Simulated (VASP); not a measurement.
# ZrB (Immm) in VASP: single point with PBE

Aim: the single point of ZrB with PBE.

Program: VASP 6.6.1. These are calculated values, not measurements. Logs are shortened: lines on timing, memory, paths and dates and some standing lists are left out, and cuts for length are marked.

### Step 1. The cell of the first run

The typed cell holds 2 atoms: a = 3.468 Å, b = 3.468 Å, c = 3.468 Å, α = 120.01°, β = 90.02°, γ = 119.96°.

### Step 2. Single point, PBE

INCAR

```
PREC = Accurate
ENCUT = 520
EDIFF = 1E-6
ISMEAR = 0
SIGMA = 0.1
LREAL = False
LASPH = True
NELM = 80
ALGO = Normal
ISIF = 2
LWAVE = False
LCHARG = False
GGA = PE
NBANDS = 14
```

KPOINTS

```
Automatic mesh
0
Gamma
  8 8 8
```

POSCAR

```
ZrB
1.0
   -1.7335525876      2.4516226597      1.7349871550
    1.7335525876     -2.4516226597      1.7349871550
    1.7335525876      2.4516226597     -1.7349871550
Zr B
1 1
Direct
    0.5000000000      0.0000000000      0.5000000000
    0.0000000000      0.0000000000      0.0000000000
```

Potentials or basis: VASP PAW PBE potentials, release 64 (Zr_sv, B).

Launch:

```console
cat potpaw_PBE.64/Zr_sv/POTCAR potpaw_PBE.64/B/POTCAR > POTCAR
mpirun -np 1 vasp_std > vasp.out
```

OUTCAR:

```text
PREC = Accurate
   ENCUT = 520
   EDIFF = 1E-6
   ISMEAR = 0
   LREAL = False
   LASPH = True
   NELM = 80
   ISIF = 2
   GGA = PE

 ion  position               nearest neighbor table
   1  0.500  0.000  0.500-   2 2.45   2 2.45   2 2.45   2 2.45   2 2.45   2 2.45
   2  0.000  0.000  0.000-   1 2.45   1 2.45   1 2.45   1 2.45   1 2.45   1 2.45

  LATTYP: Found a body centered orthorhombic cell.
 ALAT       =     3.4671051752
 B/A-ratio  =     1.0008275304
 C/A-ratio  =     1.4142187997

  Lattice vectors:

 A1 = (   1.7335525876,  -2.4516226597,  -1.7349871550)
 A2 = (  -1.7335525876,  -2.4516226597,   1.7349871550)
 A3 = (  -1.7335525876,   2.4516226597,  -1.7349871550)

Analysis of symmetry for initial positions (statically):
=====================================================================
 Subroutine PRICEL returns:
 Original cell was already a primitive cell.

 Routine SETGRP: Setting up the symmetry group for a
 body centered orthorhombic supercell.

 Subroutine GETGRP returns: Found  8 space group operations
 (whereof  8 operations were pure point group operations)
 out of a pool of  8 trial point group operations.

The static configuration has the point symmetry D_2h.

Analysis of symmetry for dynamics (positions and initial velocities):
=====================================================================
 Subroutine PRICEL returns:
 Original cell was already a primitive cell.

 Routine SETGRP: Setting up the symmetry group for a
 body centered orthorhombic supercell.

 Subroutine GETGRP returns: Found  8 space group operations
 (whereof  8 operations were pure point group operations)
 out of a pool of  8 trial point group operations.

The dynamic configuration has the point symmetry D_2h.

 Subroutine INISYM returns: Found  8 space group operations
 (whereof  8 operations are pure point group operations),
 and found     1 'primitive' translations

----------------------------------------------------------------------------------------

                                     Primitive cell

  volume of cell :      29.4949

  direct lattice vectors                    reciprocal lattice vectors
    -1.733552588  2.451622660  1.734987155     0.000000000  0.203946557  0.288186572
     1.733552588 -2.451622660  1.734987155     0.288425055  0.000000000  0.288186572
     1.733552588  2.451622660 -1.734987155     0.288425055  0.203946557  0.000000000

  length of vectors
[... 91 lines left out ...]
   TEBEG  =    0.0;   TEEND  =   0.0 temperature during run
   PSTRESS=    0.0 pullay stress
   NELECT =      15.0000    total number of electrons
   NUPDOWN=      -1.0000    fix difference up-down
   EMIN   =  10.00;   EMAX   =-10.00  energy-range for DOS
   EFERMI =   0.00;   METHOD = LEGACY
   ISMEAR =     0;   SIGMA  =   0.10  broadening in eV -4-tet -1-fermi 0-gaus
   EFERMI_NEDOS =   21; number of points for ismear=-14 and -15
   IALGO  =     38    algorithm
   IMIX   =      4    mixing-type and parameters
     AMIX     =   0.40;   BMIX     =  1.00
     AMIX_MAG =   1.60;   BMIX_MAG =  1.00
  volume/ion in A,a.u.               =      14.75        99.52
  Fermi-wavevector in a.u.,A,eV,Ry     =   1.306741  2.469383 23.232939  1.707573
  Thomas-Fermi vector in A             =   2.437523
   LORBIT       =      0    0 simple, 1 ext, 2 COOP (PROOUT), +10 PAW based schemes
   GGA     = PE    functional components
   LHFCALC =     F    Hartree Fock is set to
   AEXX    =    0.0000 exact exchange contribution
   IVDW    =     0    specifies the selected vdW correction
   LEPSILON=     F    determine dielectric tensor
   LRPA    =     F    only Hartree local field effects (RPA)
 non-spin polarized calculation
 Gauss-broadening in eV      SIGMA  =   0.10
  energy-cutoff  :      520.00
  volume of cell :       29.49
 maximum number of plane-waves:       821
 NGX is ok and might be reduce to    28
   NGX = 13   NGY = 13   NGZ = 13

 number of electron      15.0000000 magnetization

 Free energy of the ion-electron system (eV)
  ---------------------------------------------------
  ext. energy  EPLUGINS =         0.00000000
  ---------------------------------------------------
  free energy    TOTEN  =       -16.00154898 eV

  energy without entropy =      -15.99456912  energy(sigma->0) =      -15.99805905

 E-fermi :   7.4761     XC(G=0): -11.4727

 val. band max:        7.4231295948   @ k =   0.5000  -0.2500   0.2500
 cond. band min:       7.5141421156   @ k =  -0.1250   0.2500   0.1250
 fundamental gap:      0.0910125208
 Fermi energy:         7.4760512623

 k-point     1 :       0.0000    0.0000    0.0000
  band No.  band energies     occupation
      1     -40.0377      2.00000
      2     -17.8641      2.00000
      3     -17.8636      2.00000
      4     -17.8632      2.00000
      5      -0.5861      2.00000
      6       9.1866      0.00000
      7       9.1953      0.00000
      8       9.1961      0.00000
      9      10.5836      0.00000
     10      10.5873      0.00000
     11      10.8758      0.00000
     12      10.8809      0.00000
     13      10.8820      0.00000
     14      18.1326      0.00000
[... 377 lines left out ...]
      1     -39.9623      2.00000
      2     -18.2652      2.00000
      3     -18.1697      2.00000
      4     -18.0067      2.00000
      5       1.9954      2.00000
      6       5.8055      2.00000
      7       6.4544      2.00000
      8       7.6372      0.02267
      9      10.1989      0.00000
     10      12.5069      0.00000
     11      13.4971      0.00000
     12      15.1592      0.00000
     13      15.5421      0.00000
     14      19.9776      0.00000

 [... further k-points ...]

------------------------ aborting loop because EDIFF is reached ----------------------------------------

  FORCE on cell =-STRESS in cart. coord.  units (eV):
  Direction    XX          YY          ZZ          XY          YZ          ZX
  --------------------------------------------------------------------------------------
  -------------------------------------------------------------------------------------
  Total        0.0223746      0.0389550      0.0104338      0.0000000      0.0000000      0.0000000
  in kB        1.2153983      2.1160546      0.5667711      0.0000000      0.0000000      0.0000000
  external PRESSURE =       1.2994080 kB  Pullay stress =       0.0000000 kB

 VOLUME and BASIS-vectors are now :
 -----------------------------------------------------------------------------
  energy-cutoff  :      520.00
  volume of cell :       29.49
      direct lattice vectors                 reciprocal lattice vectors
    -1.733552588  2.451622660  1.734987155     0.000000000  0.203946557  0.288186572
     1.733552588 -2.451622660  1.734987155     0.288425055  0.000000000  0.288186572
     1.733552588  2.451622660 -1.734987155     0.288425055  0.203946557  0.000000000

 POSITION                                       TOTAL-FORCE (eV/Angst)
 -----------------------------------------------------------------------------------
      0.00000      2.45162      0.00000         0.000000     -0.000000      0.000000
      0.00000      0.00000      0.00000        -0.000000      0.000000     -0.000000
 -----------------------------------------------------------------------------------
    total drift:                                0.000000      0.000000     -0.000000

  FREE ENERGIE OF THE ION-ELECTRON SYSTEM (eV)
  ---------------------------------------------------
  free  energy   TOTEN  =       -16.0015489776 eV

  energy  without entropy=      -15.9945691240  energy(sigma->0) =      -15.99805905
```

stdout:

```text
POSCAR found type information on POSCAR ZrB
 POSCAR found :  2 types and       2 ions
 scaLAPACK will be used
 LDA part: xc-table for (Slater+PW92), standard interpolation
 POSCAR, INCAR and KPOINTS ok, starting setup
 FFT: planning ... GRIDC
 FFT: planning ... GRID_SOFT
 FFT: planning ... GRID
 WAVECAR not read
 entering main loop
```

It took 86 s on 1 thread of Intel Xeon 6975P-C, shared host; peak memory 0.18 GiB.

Results:

- Free energy: -16.0015 eV
- Pressure: 0.1 GPa
